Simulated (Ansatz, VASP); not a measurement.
# EuS in VASP and in Ansatz

File INCAR:

```
PREC = Accurate
ENCUT = 600
EDIFF = 1E-7
ISMEAR = -1
SIGMA = 0.05
LREAL = F
LASPH = T
NELM = 200
ALGO = Normal
ISIF = 3
LWAVE = F
LCHARG = F
ISPIN = 2
MAGMOM = 7 0
LORBIT = 11
LMAXMIX = 6
GGA = RE
IVDW = 13
IBRION = 2
NSW = 60
EDIFFG = -0.01
GGA_COMPAT = F
NELMIN = 4
```

The input KPOINTS:

```
Automatic mesh
0
Gamma
  8 8 8
```

File POSCAR:

```
EuS
1.0
    0.0000000000      2.9785000000      2.9785000000
    2.9785000000      0.0000000000      2.9785000000
    2.9785000000      2.9785000000      0.0000000000
Eu S
1 1
Direct
    0.0000000000      0.0000000000      0.0000000000
    0.5000000000      0.5000000000      0.5000000000
```

Contents of input.yaml:

```yaml
crystal:
  lattice:
    - [0.0, 2.9785, 2.9785]
    - [2.9785, 0.0, 2.9785]
    - [2.9785, 2.9785, 0.0]
  atoms:
    - { symbol: Eu, position: [0.0, 0.0, 0.0], spin: 7.0 }
    - { symbol: S, position: [0.5, 0.5, 0.5] }
hamiltonian:
  xc: revpbe
  pseudopotentials: { kind: paw }
  dispersion: d4
magnetization:
  spin_polarized: true
kpoints:
  mp_grid: { grid: [8, 8, 8] }
scf:
  occupations: { method: fermi_dirac, width: 0.05 }
output:
  forces: true
  stress: true
relax:
  f_tol: 0.01
  max_steps: 40
  cell: { stress_tol: 0.05 }
```

Alike in both runs: task relaxation of cell and atoms; functional revPBE; dispersion D4; k mesh 8 × 8 × 8; occupations fermi-dirac, width 0.05 eV; collinear spin.

```csv
,VASP,Ansatz
version,VASP 6.6.1,Ansatz 0.2.0
potentials or method,"VASP PAW PBE potentials, release 64 (Eu, S)",Ansatz PAW
plane-wave cutoff (eV),600,420
valence electrons in the cell,23,23
```

|  | VASP | Ansatz | Ansatz less VASP |
| --- | --- | --- | --- |
| net moment per atom (μB) | 3.48 | 3.48 | +0.003 |
| size of the moment on the site where the two differ most (μB) | 6.56 | 6.71 | +0.149 |
| relaxed volume (Å³/atom) | 24.09 | 24.23 | +0.141 |
| relaxed cell length with the largest relative difference (Å) | 4.084 | 4.092 | +0.0079 |

VASP's potentials were made for PBE, not for revPBE. Site moments also hang on the region over which each program counts them.

Spin-orbit coupling is off throughout. Noted on Ansatz's run: the plane-wave basis is chosen anew once the cell has moved, so the energies of steps on either side of that aren't comparable.
